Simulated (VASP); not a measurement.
# Ge (Fd-3m) in VASP: notebook, part 2 of 2

VASP 6.6.1.

**3. Single point, r2SCAN+D3(BJ)**

This run uses another cell than the first one, of 17.04 Å³/atom.

Input file POSCAR:

```
Ge
1.0
    0.0000000000      2.5732926222      2.5732926222
    2.5732926222      0.0000000000      2.5732926222
    2.5732926222      2.5732926222      0.0000000000
Ge
2
Direct
    1.0000000000      1.0000000000      1.0000000000
    0.2500000000      0.2500000000      0.2500000000
```

Input file INCAR.step1:

```
SYSTEM = Ge
  PREC = Accurate
  ENCUT = 550
  ISMEAR = -1
  SIGMA = 0.05
  LREAL = .False.
  LASPH = .True.
  NELM = 120
  NBANDS = 21
  GGA = PE
  ALGO = Normal
  EDIFF = 1E-5
  LWAVE = .True.
  LCHARG = .False.
  GGA_COMPAT = .False.
```

Input file INCAR.step2:

```
SYSTEM = Ge
  PREC = Accurate
  ENCUT = 550
  EDIFF = 1E-6
  ISMEAR = -1
  SIGMA = 0.05
  LREAL = .False.
  LASPH = .True.
  NELM = 120
  ALGO = Normal
  ISIF = 2
  LWAVE = .False.
  LCHARG = .False.
  METAGGA = R2SCAN
  LMIXTAU = .True.
  IVDW = 12
  VDW_S6 = 1.0
  VDW_S8 = 0.78981345
  VDW_A1 = 0.49484001
  VDW_A2 = 5.73083694
  NBANDS = 21
  ISTART = 1
  GGA_COMPAT = .False.
```

Input file KPOINTS:

```
Automatic mesh
0
Gamma
  5 5 5
  0 0 0
```

Potentials or basis: VASP PAW PBE potentials, release 64 (Ge_d).

The run is started by

```console
$ cat potpaw_PBE.64/Ge_d/POTCAR > POTCAR
$ cp INCAR.step1 INCAR
$ mpirun -np 1 vasp_std > vasp.out
$ cp INCAR.step2 INCAR
$ mpirun -np 1 vasp_std > vasp.out
```

OUTCAR:

```text
SYSTEM = Ge
   PREC = Accurate
   ENCUT = 550
   EDIFF = 1E-6
   ISMEAR = -1
   LREAL = .False.
   LASPH = .True.
   NELM = 120
   ISIF = 2
   METAGGA = R2SCAN
   IVDW = 12
   ISTART = 1
 IVDW          = 12

 ion  position               nearest neighbor table
   1  0.000  0.000  0.000-   2 2.23   2 2.23   2 2.23   2 2.23
   2  0.250  0.250  0.250-   1 2.23   1 2.23   1 2.23   1 2.23

  LATTYP: Found a face centered cubic cell.
 ALAT       =     5.1465852444

  Lattice vectors:

 A1 = (   0.0000000000,   2.5732926222,   2.5732926222)
 A2 = (   2.5732926222,   0.0000000000,   2.5732926222)
 A3 = (   2.5732926222,   2.5732926222,   0.0000000000)

Analysis of symmetry for initial positions (statically):
=====================================================================
 Subroutine PRICEL returns:
 Original cell was already a primitive cell.

 Routine SETGRP: Setting up the symmetry group for a
 face centered cubic supercell.

 Subroutine GETGRP returns: Found 48 space group operations
 (whereof 24 operations were pure point group operations)
[... 145 lines left out ...]
  ---------------------------------------------------
  free energy    TOTEN  =       -26.49796672 eV

  energy without entropy =      -26.49613464  energy(sigma->0) =      -26.49705068

 E-fermi :   8.2067     XC(G=0): -12.3831

 val. band max:        8.1012187547   @ k =   0.0000   0.0000   0.0000
 cond. band min:       8.3497864638   @ k =   0.4000   0.4000   0.0000
 fundamental gap:      0.2485677090
 Fermi energy:         8.2066982524

 k-point     1 :       0.0000    0.0000    0.0000
  band No.  band energies     occupation
      1     -18.1007      2.00000
      2     -18.1007      2.00000
      3     -18.1007      2.00000
      4     -18.0347      2.00000
      5     -18.0347      2.00000
      6     -17.5982      2.00000
[... 229 lines left out ...]
     20      21.0934      0.00000
     21      24.4990      0.00000

------------------------ aborting loop because EDIFF is reached ----------------------------------------

 Edisp (eV)   -0.36797

 E8    (eV) :    -0.1281

  FORCE on cell =-STRESS in cart. coord.  units (eV):
  Direction    XX          YY          ZZ          XY          YZ          ZX
  --------------------------------------------------------------------------------------
  -------------------------------------------------------------------------------------
  Total       8.46886     8.46886     8.46886    -0.00000     0.00000     0.00000
  in kB     398.14185   398.14185   398.14185    -0.00000     0.00000     0.00000
  external pressure =      398.14 kB  Pullay stress =        0.00 kB

 VOLUME and BASIS-vectors are now :
 -----------------------------------------------------------------------------
  energy-cutoff  :      550.00
  volume of cell :       34.08
      direct lattice vectors                 reciprocal lattice vectors
     0.000000000  2.573292622  2.573292622    -0.194303592  0.194303592  0.194303592
     2.573292622  0.000000000  2.573292622     0.194303592 -0.194303592  0.194303592
     2.573292622  2.573292622  0.000000000     0.194303592  0.194303592 -0.194303592

 POSITION                                       TOTAL-FORCE (eV/Angst)
 -----------------------------------------------------------------------------------
      0.00000      0.00000      0.00000         0.000000      0.000000      0.000000
      1.28665      1.28665      1.28665        -0.000000     -0.000000     -0.000000
 -----------------------------------------------------------------------------------
    total drift:                                0.000000      0.000000      0.000000

  FREE ENERGIE OF THE ION-ELECTRON SYSTEM (eV)
  ---------------------------------------------------
  free  energy   TOTEN  =       -26.8659374840 eV

  energy  without entropy=      -26.8641054071  energy(sigma->0) =      -26.86502145
```

OUTCAR.step1:

```text
SYSTEM = Ge
   PREC = Accurate
   ENCUT = 550
   ISMEAR = -1
   LREAL = .False.
   LASPH = .True.
[... 445 lines left out ...]
      0.00000      0.00000      0.00000        -0.000000      0.000000      0.000000
      1.28665      1.28665      1.28665         0.000000     -0.000000     -0.000000
 -----------------------------------------------------------------------------------
    total drift:                                0.000000      0.000000      0.000000

  FREE ENERGIE OF THE ION-ELECTRON SYSTEM (eV)
  ---------------------------------------------------
  free  energy   TOTEN  =        -7.5555211010 eV

  energy  without entropy=       -7.5510481693  energy(sigma->0) =       -7.55328464
```

OSZICAR.step1:

```text
N       E                     dE             d eps       ncg     rms          rms(c)
DAV:   1     0.183853393441E+03    0.18385E+03   -0.14522E+04   519   0.415E+03
DAV:   2     0.173963708370E+02   -0.16646E+03   -0.16071E+03   425   0.642E+02
DAV:   3    -0.709194293249E+01   -0.24488E+02   -0.24328E+02   470   0.141E+02
DAV:   4    -0.776502489157E+01   -0.67308E+00   -0.67262E+00   470   0.272E+01
DAV:   5    -0.777455413176E+01   -0.95292E-02   -0.95291E-02   490   0.340E+00    0.472E+00
DAV:   6    -0.762402855369E+01    0.15053E+00   -0.47074E-02   491   0.119E+00    0.278E+00
DAV:   7    -0.755379430540E+01    0.70234E-01   -0.90585E-02   527   0.210E+00    0.177E-01
DAV:   8    -0.755529366482E+01   -0.14994E-02   -0.72059E-03   450   0.653E-01    0.718E-02
DAV:   9    -0.755552273397E+01   -0.22907E-03   -0.34627E-04   475   0.122E-01    0.400E-02
DAV:  10    -0.755552110097E+01    0.16330E-05   -0.23901E-05   404   0.839E-02
   1 F= -.75555211E+01 E0= -.75532846E+01  d E =-.447293E-02
```

It took 81 s on 1 thread of Intel Xeon 8259CL, shared host; peak memory 0.17 GiB.

What came out:

| Property | Result |
| --- | --- |
| Free energy | -26.8659 eV |
| Pressure | 39.8 GPa |
| Band gap on the k mesh | 0.25 eV (least direct gap 2.72 eV) |
| Dispersion energy per atom | -0.184 eV |

Caveat: the k points lie up to 0.42 Å⁻¹ apart; three body term missing; semilocal functionals underestimate gaps, and a narrow one can read as zero; the PAW data sets were made with another functional, which shifts forces and pressure a little; an odd mesh through Γ misses points on the zone boundary, where band edges can lie.

**4. Single point, r2SCAN+D3(BJ)**

This run uses another cell than the first one, of 18.91 Å³/atom.

Input file POSCAR:

```
Ge
1.0
    0.0000000000      2.6640065102      2.6640065102
    2.6640065102      0.0000000000      2.6640065102
    2.6640065102      2.6640065102      0.0000000000
Ge
2
Direct
    1.0000000000      1.0000000000      1.0000000000
    0.2500000000      0.2500000000      0.2500000000
```

Input file INCAR.step1:

```
PREC     = Accurate       # precision mode
ENCUT    = 550            # plane-wave cutoff, eV
ISMEAR   = -1             # smearing method
SIGMA    = 0.05           # smearing width, eV
LREAL    = F              # projectors in reciprocal space
LASPH    = T              # aspherical terms in the spheres
NELM     = 120            # most SCF steps
NBANDS   = 21             # bands
GGA      = PE             # functional
ALGO     = Normal         # electronic algorithm
EDIFF    = 1E-5           # SCF threshold, eV
LWAVE    = T              # write WAVECAR
LCHARG   = F              # write CHGCAR
GGA_COMPAT= F
```

Input file INCAR.step2:

```
PREC     = Accurate       # precision mode
ENCUT    = 550            # plane-wave cutoff, eV
EDIFF    = 1E-6           # SCF threshold, eV
ISMEAR   = -1             # smearing method
SIGMA    = 0.05           # smearing width, eV
LREAL    = F              # projectors in reciprocal space
LASPH    = T              # aspherical terms in the spheres
NELM     = 120            # most SCF steps
ALGO     = Normal         # electronic algorithm
ISIF     = 2              # what is computed and relaxed
LWAVE    = F              # write WAVECAR
LCHARG   = F              # write CHGCAR
METAGGA  = R2SCAN         # meta-GGA
LMIXTAU  = T            
IVDW     = 12             # dispersion correction
VDW_S6   = 1.0          
VDW_S8   = 0.78981345   
VDW_A1   = 0.49484001   
VDW_A2   = 5.73083694   
NBANDS   = 21             # bands
ISTART   = 1            
GGA_COMPAT= F
```

Input file KPOINTS:

```
regular mesh
0
Gamma
  5 5 5
```

The run is started by

```console
$ cat potpaw_PBE.64/Ge_d/POTCAR > POTCAR
$ cp INCAR.step1 INCAR
$ mpirun -np 1 vasp_std > vasp.out
$ cp INCAR.step2 INCAR
$ mpirun -np 1 vasp_std > vasp.out
```

It took 76 s on 1 thread of Intel Xeon 8259CL, shared host; peak memory 0.18 GiB.

Results (log left out):

```yaml
Free_energy: -27.5437 eV
Pressure: 19.9 GPa
Band_gap_on_the_k_mesh: 0.47 eV (least direct gap 2.25 eV)
Dispersion_energy_per_atom: -0.166 eV
```

Levels at points of the mesh, in eV from the valence-band top:
```tsv
k point	band 10	band 11	band 12	band 13	band 14	band 15	band 16	band 17	band 18	band 19
(0.00, 0.00, 0.00)	-25.42	-14.89	0.00	0.00	0.00	2.25	2.74	2.74	2.74	7.56
```

Caveat: three body term missing; the cell stands under pressure; semilocal functionals underestimate gaps, and a narrow one can read as zero; the PAW data sets were made with another functional, which shifts forces and pressure a little; an odd mesh through Γ misses points on the zone boundary, where band edges can lie.

**5. Single point, r2SCAN+D3(BJ)**

This run uses another cell than the first one, of 22.58 Å³/atom.

Input file POSCAR:

```
Ge
1.0
    0.0000000000      2.8266548256      2.8266548256
    2.8266548256      0.0000000000      2.8266548256
    2.8266548256      2.8266548256      0.0000000000
Ge
2
Direct
    1.0000000000      1.0000000000      1.0000000000
    0.2500000000      0.2500000000      0.2500000000
```

Input file INCAR.step1:

```
PREC = Accurate
ENCUT = 550
ISMEAR = -1
SIGMA = 0.05
LREAL = False
LASPH = True
NELM = 120
NBANDS = 21
GGA = PE
ALGO = Normal
EDIFF = 1E-5
LWAVE = True
LCHARG = False
GGA_COMPAT = False
```

Input file INCAR.step2:

```
PREC = Accurate
ENCUT = 550
EDIFF = 1E-6
ISMEAR = -1
SIGMA = 0.05
LREAL = False
LASPH = True
NELM = 120
ALGO = Normal
ISIF = 2
LWAVE = False
LCHARG = False
METAGGA = R2SCAN
LMIXTAU = True
IVDW = 12
VDW_S6 = 1.0
VDW_S8 = 0.78981345
VDW_A1 = 0.49484001
VDW_A2 = 5.73083694
NBANDS = 21
ISTART = 1
GGA_COMPAT = False
```

Input file KPOINTS:

```
Automatic mesh
0
Gamma
  5 5 5
```

The run is started by

```console
$ cat potpaw_PBE.64/Ge_d/POTCAR > POTCAR
$ cp INCAR.step1 INCAR
$ mpirun -np 1 vasp_std > vasp.out
$ cp INCAR.step2 INCAR
$ mpirun -np 1 vasp_std > vasp.out
```

Run time: 66 s. Hardware: 1 thread of Intel Xeon 8259CL, shared host; peak memory 0.19 GiB.

The run converged. Its results:

| Item | Value |
| --- | --- |
| Free energy | -27.9291 eV |
| Pressure | -0.1 GPa |
| Band gap on the k mesh | 0.43 eV |
| Dispersion energy per atom | -0.139 eV |

Levels at points of the mesh, in eV from the valence-band top:
| k point | band 10 | band 11 | band 12 | band 13 | band 14 | band 15 | band 16 | band 17 | band 18 | band 19 |
| --- | --- | --- | --- | --- | --- | --- | --- | --- | --- | --- |
| (0.00, 0.00, 0.00) | -25.22 | -13.32 | 0.00 | 0.00 | 0.00 | 0.43 | 2.71 | 2.71 | 2.71 | 7.06 |

Caveat: three body term missing; semilocal functionals underestimate gaps, and a narrow one can read as zero; the PAW data sets were made with another functional, which shifts forces and pressure a little; an odd mesh through Γ misses points on the zone boundary, where band edges can lie.

**6. The runs side by side**

```tsv
cell	gap on the mesh (eV)	pressure (GPa)
a = 3.547 Å, angles 60.0°, 2 atoms	0.06	59.8
a = 3.639 Å, angles 60.0°, 2 atoms	0.25	39.8
a = 3.767 Å, angles 60.0°, 2 atoms	0.47	19.9
a = 3.997 Å, angles 60.0°, 2 atoms	0.43	-0.1
```

Alike in all rows: task single point; level r2SCAN+D3(BJ); potentials or basis VASP PAW PBE potentials, release 64 (Ge_d); no spin polarisation; k mesh 5 × 5 × 5; cutoff (eV) 550; smearing fermi-dirac 0.05 eV.

Caveats: some runs use coarse meshes; three body term missing; semilocal functionals underestimate gaps, and a narrow one can read as zero; the PAW data sets were made with another functional, which shifts forces and pressure a little; an odd mesh through Γ misses points on the zone boundary, where band edges can lie; the cell stands under pressure (at least some runs).

Absolute energies hang on the potentials; compare differences alone.
